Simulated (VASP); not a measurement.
# Rh (P6/mmm) in VASP: relaxation of cell and atoms with PBE

Aim: the relaxation of cell and atoms of Rh with PBE.

Everything below comes from runs of VASP 6.6.1. Logs are shortened: lines on timing, memory, paths and dates and some standing lists are left out, and cuts for length are marked.

**1. The cell of the first run**

The structure is hexagonal, space group P6/mmm (No. 191). The conventional cell has a = 4.322 Å, b = 4.322 Å, c = 2.682 Å, α = 90.00°, β = 90.00°, γ = 120.00°. Within 3.5 Å of Rh (site symmetry 6/mmm) lie 14 Rh at 2.68 to 2.83 Å. Within 3.3 Å of Rh (site symmetry -6m2) lie 11 Rh at 2.50 to 2.83 Å.

This isn't the form of Rh at room conditions, which is fcc.

**2. Relaxation of cell and atoms, PBE**

Input file INCAR:

```
PREC     = Accurate       # precision mode
ENCUT    = 600            # plane-wave cutoff, eV
EDIFF    = 1E-6           # SCF threshold, eV
ISMEAR   = 0              # smearing method
SIGMA    = 0.1            # smearing width, eV
LREAL    = False          # projectors in reciprocal space
LASPH    = True           # aspherical terms in the spheres
NELM     = 60             # most SCF steps
ALGO     = Fast           # electronic algorithm
ISIF     = 3              # what is computed and relaxed
LWAVE    = False          # write WAVECAR
LCHARG   = False          # write CHGCAR
GGA      = PE             # functional
IBRION   = 2              # ionic algorithm
NSW      = 100            # ionic steps
EDIFFG   = -0.01          # ionic threshold
```

Input file KPOINTS:

```
Automatic mesh
0
Gamma
  12 12 18
```

Input file POSCAR:

```
Rh
1.0
    4.3218464453      0.0000000000      0.0000000000
   -2.1609232226      3.7428288129      0.0000000000
    0.0000000000      0.0000000000      2.6821076263
Rh
3
Direct
    0.0000000000      0.0000000000      0.0000000000
    0.3333333333      0.6666666667      0.5000000000
    0.6666666667      0.3333333333      0.5000000000
```

Potentials or basis: VASP PAW PBE potentials, release 64 (Rh_pv).

The run is started by

```console
$ cat potpaw_PBE.64/Rh_pv/POTCAR > POTCAR
$ mpirun -np 1 vasp_std > vasp.out
```

OUTCAR:

```text
PREC = Accurate
   ENCUT = 600
   EDIFF = 1E-6
   ISMEAR = 0
   LREAL = False
   LASPH = True
   NELM = 60
   ISIF = 3
   GGA = PE
   IBRION = 2
   NSW = 100
   EDIFFG = -0.01

 ion  position               nearest neighbor table
   1  0.000  0.000  0.000-   2 2.83   3 2.83   2 2.83   3 2.83   2 2.83   2 2.83   3 2.83   3 2.83
                             3 2.83   3 2.83   2 2.83   2 2.83
   2  0.333  0.667  0.500-   3 2.50   3 2.50   3 2.50   1 2.83   1 2.83   1 2.83   1 2.83   1 2.83
                             1 2.83
   3  0.667  0.333  0.500-   2 2.50   2 2.50   2 2.50   1 2.83   1 2.83   1 2.83   1 2.83   1 2.83
                             1 2.83

  LATTYP: Found a hexagonal cell.
 ALAT       =     4.3218464453
 C/A-ratio  =     0.6205929943

  Lattice vectors:

 A1 = (   4.3218464453,   0.0000000000,   0.0000000000)
 A2 = (  -2.1609232226,   3.7428288129,   0.0000000000)
 A3 = (   0.0000000000,   0.0000000000,   2.6821076263)

Analysis of symmetry for initial positions (statically):
=====================================================================
 Subroutine PRICEL returns:
 Original cell was already a primitive cell.

 Routine SETGRP: Setting up the symmetry group for a
 hexagonal supercell.

 Subroutine GETGRP returns: Found 24 space group operations
 (whereof 24 operations were pure point group operations)
 out of a pool of 24 trial point group operations.

The static configuration has the point symmetry D_6h.

Analysis of symmetry for dynamics (positions and initial velocities):
=====================================================================
 Subroutine PRICEL returns:
 Original cell was already a primitive cell.

 Routine SETGRP: Setting up the symmetry group for a
 hexagonal supercell.

 Subroutine GETGRP returns: Found 24 space group operations
 (whereof 24 operations were pure point group operations)
 out of a pool of 24 trial point group operations.

The dynamic configuration has the point symmetry D_6h.

 Subroutine INISYM returns: Found 24 space group operations
 (whereof 24 operations are pure point group operations),
 and found     1 'primitive' translations

----------------------------------------------------------------------------------------

                                     Primitive cell

  volume of cell :      43.3856

  direct lattice vectors                    reciprocal lattice vectors
     4.321846445  0.000000000  0.000000000     0.231382584  0.133588797  0.000000000
    -2.160923223  3.742828813  0.000000000     0.000000000  0.267177595  0.000000000
     0.000000000  0.000000000  2.682107626     0.000000000  0.000000000  0.372841116

  length of vectors
     4.321846445  4.321846445  2.682107626     0.267177595  0.267177595  0.372841116

  position of ions in fractional coordinates (direct lattice)
     0.000000000  0.000000000  0.000000000
     0.333333333  0.666666667  0.500000000
     0.666666667  0.333333333  0.500000000

  ion indices of the primitive-cell ions
   primitive index   ion index
                 1           1
                 2           2
                 3           3

----------------------------------------------------------------------------------------

 KPOINTS: Automatic mesh

Automatic generation of k-mesh.
 Grid dimensions read from file:
 generate k-points for:   12   12   18

 Generating k-lattice:

  Cartesian coordinates                     Fractional coordinates (reciprocal lattice)
     0.019281882  0.011132400  0.000000000     0.083333333 -0.000000000  0.000000000
     0.000000000  0.022264800  0.000000000     0.000000000  0.083333333  0.000000000
     0.000000000  0.000000000  0.020713395     0.000000000  0.000000000  0.055555556

  Length of vectors
     0.022264800  0.022264800  0.020713395

  Shift w.r.t. Gamma in fractional coordinates (k-lattice)
     0.000000000  0.000000000  0.000000000

 Subroutine IBZKPT returns following result:
 ===========================================

 Found    190 irreducible k-points:

 Following reciprocal coordinates:
            Coordinates               Weight
  0.000000  0.000000  0.000000      1.000000
  0.083333 -0.000000  0.000000      6.000000
  0.166667  0.000000  0.000000      6.000000
  0.250000  0.000000  0.000000      6.000000
  0.333333  0.000000  0.000000      6.000000
  0.416667 -0.000000  0.000000      6.000000
[... 16 lines left out ...]
  0.250000  0.000000  0.055556     12.000000
  0.333333  0.000000  0.055556     12.000000
 [... further k-points ...]
   k-points           NKPTS =    190   k-points in BZ     NKDIM =    190   number of bands    NBANDS=     27
   number of dos      NEDOS =    301   number of ions     NIONS =      3
   total plane-waves  NPLWV =  31104
   dimension x,y,z NGX =    36 NGY =   36 NGZ =   24
   dimension x,y,z NGXF=    72 NGYF=   72 NGZF=   48
   ions per type =               3
   NGX,Y,Z   is equivalent  to a cutoff of  13.85, 13.85, 14.88 a.u.
   NGXF,Y,Z  is equivalent  to a cutoff of  27.70, 27.70, 29.75 a.u.
 SYSTEM =  unknown system
   PREC   = accura    normal or accurate (medium, high low for compatibility)
   ISTART =      0    job   : 0-new  1-cont  2-samecut
   ICHARG =      2    charge: 1-file 2-atom 10-const
   ISPIN  =      1    spin polarized calculation?
   LNONCOLLINEAR =      F non collinear calculations
   LSORBIT =      F    spin-orbit coupling
   LASPH  =      T    aspherical Exc in radial PAW
   ENCUT  =  600.0 eV  44.10 Ry    6.64 a.u.   8.63  8.63  5.36*2*pi/ulx,y,z
   NELM   =     60;   NELMIN=  2; NELMDL= -5     # of ELM steps
   EDIFF  = 0.1E-05   stopping-criterion for ELM
   LREAL  =      F    real-space projection
   EDIFFG = -.1E-01   stopping-criterion for IOM
   NSW    =    100    number of steps for IOM
   IBRION =      2    ionic relax: 0-MD 1-quasi-New 2-CG
   NFREE  =      1    steps in history (QN), initial steepest desc. (CG)
   ISIF   =      3    stress and relaxation
   ISYM   =      2    0-nonsym 1-usesym 2-fastsym
   POTIM  = 0.5000    time-step for ionic-motion
   TEBEG  =    0.0;   TEEND  =   0.0 temperature during run
   PSTRESS=    0.0 pullay stress
   NELECT =      45.0000    total number of electrons
   NUPDOWN=      -1.0000    fix difference up-down
   EMIN   =  10.00;   EMAX   =-10.00  energy-range for DOS
   EFERMI =   0.00;   METHOD = LEGACY
   ISMEAR =     0;   SIGMA  =   0.10  broadening in eV -4-tet -1-fermi 0-gaus
   EFERMI_NEDOS =   21; number of points for ismear=-14 and -15
   IALGO  =     68    algorithm
   IMIX   =      4    mixing-type and parameters
     AMIX     =   0.40;   BMIX     =  1.00
     AMIX_MAG =   1.60;   BMIX_MAG =  1.00
  volume/ion in A,a.u.               =      14.46        97.59
  Fermi-wavevector in a.u.,A,eV,Ry     =   1.657158  3.131574 37.363933  2.746172
  Thomas-Fermi vector in A             =   2.744959
   LORBIT       =      0    0 simple, 1 ext, 2 COOP (PROOUT), +10 PAW based schemes
   GGA     = PE    functional components
   LHFCALC =     F    Hartree Fock is set to
   AEXX    =    0.0000 exact exchange contribution
   IVDW    =     0    specifies the selected vdW correction
   LEPSILON=     F    determine dielectric tensor
   LRPA    =     F    only Hartree local field effects (RPA)
 conjugate gradient relaxation of ions
 non-spin polarized calculation
 RMM-DIIS sequential band-by-band and
 Gauss-broadening in eV      SIGMA  =   0.10
  energy-cutoff  :      600.00
  volume of cell :       43.39
 maximum number of plane-waves:      1464
 NGX is ok and might be reduce to    36
   NGX = 17   NGY = 17   NGZ = 11

--------------------------------------- Ionic step        1  -------------------------------------------

 number of electron      45.0000008 magnetization

 Free energy of the ion-electron system (eV)
  ---------------------------------------------------
  ext. energy  EPLUGINS =         0.00000000
  ---------------------------------------------------
  free energy    TOTEN  =       -21.10761963 eV

  energy without entropy =      -21.07505083  energy(sigma->0) =      -21.09133523

------------------------ aborting loop because EDIFF is reached ----------------------------------------

  FORCE on cell =-STRESS in cart. coord.  units (eV):
  Direction    XX          YY          ZZ          XY          YZ          ZX
  --------------------------------------------------------------------------------------
  -------------------------------------------------------------------------------------
  Total        0.3016589      0.3016589     -0.8479449      0.0000000      0.0000000      0.0000000
  in kB       11.1398989     11.1398989    -31.3135778      0.0000000      0.0000000      0.0000000
  external PRESSURE =      -3.0112600 kB  Pullay stress =       0.0000000 kB
[... 170 lines left out ...]
  energy  without entropy=      -21.0806777856  energy(sigma->0) =      -21.09669706

--------------------------------------- Ionic step        6  -------------------------------------------

 number of electron      45.0000014 magnetization

 Free energy of the ion-electron system (eV)
  ---------------------------------------------------
  ext. energy  EPLUGINS =         0.00000000
  ---------------------------------------------------
  free energy    TOTEN  =       -21.11278091 eV

  energy without entropy =      -21.08080520  energy(sigma->0) =      -21.09679305

 E-fermi :  11.0741     XC(G=0): -13.7025

 val. band max:       11.0725057502   @ k =   0.1667   0.0000   0.5000
 cond. band min:      11.0759127720   @ k =   0.2500   0.1667   0.1111
 fundamental gap:      0.0034070218
 Fermi energy:        11.0741287794

 k-point     1 :       0.0000    0.0000    0.0000
  band No.  band energies     occupation
      1     -35.8732      2.00000
      2     -35.8732      2.00000
      3     -35.5102      2.00000
      4     -35.5102      2.00000
      5     -35.3122      2.00000
      6     -35.1927      2.00000
[... 709 lines left out ...]
     26      13.3766      0.00000
     27      14.4555      0.00000

 [... further k-points ...]
[... 5 lines left out ...]
  --------------------------------------------------------------------------------------
  -------------------------------------------------------------------------------------
  Total        0.0017635      0.0017635     -0.0225740      0.0000000      0.0000000      0.0000000
  in kB        0.0652685      0.0652685     -0.8354601      0.0000000      0.0000000      0.0000000
  external PRESSURE =      -0.2349744 kB  Pullay stress =       0.0000000 kB
[... 18 lines left out ...]
  FREE ENERGIE OF THE ION-ELECTRON SYSTEM (eV)
  ---------------------------------------------------
  free  energy   TOTEN  =       -21.1127809097 eV

  energy  without entropy=      -21.0808051974  energy(sigma->0) =      -21.09679305

 reached required accuracy - stopping structural energy minimisation
```

It took 5.4 min on 1 thread of Intel Xeon 6975P-C (Granite Rapids), shared host; peak memory 0.33 GiB.

Results:

- Free energy: -21.1128 eV
- Relaxed volume: 14.43 Å³/atom
- Relaxed cell: a = 4.337 Å, b = 4.337 Å, c = 2.657 Å, α = 90.00°, β = 90.00°, γ = 120.00°
- Space group after relaxing (to 0.1 Å): P6/mmm (No. 191)
- Energy gained by relaxing: 1.7 meV/atom
- Ionic steps: 6
- Pressure after relaxing: 0.0 GPa
- Band gap on the k mesh: zero (an odd number of electrons rules out a gap without spin polarisation)

The path:
```tsv
step	energy change (eV)	largest force (eV/Å)	pressure (GPa)	volume (Å³)
1	0.0000	0.0000	-0.30	43.39
2	-0.0042	0.0000	0.33	43.21
3	-0.0051	0.0000	0.11	43.26
4	-0.0051	0.0000	0.16	43.27
5	-0.0051	0.0000	-0.29	43.35
6	-0.0052	0.0000	-0.02	43.29
```

Final structure:
```
CELL_PARAMETERS angstrom
4.33721 0.00000 0.00000
-2.16860 3.75613 0.00000
0.00000 0.00000 2.65731
ATOMIC_POSITIONS crystal
Rh 0.00000 0.00000 0.00000
Rh 0.33333 0.66667 0.50000
Rh 0.66667 0.33333 0.50000
```
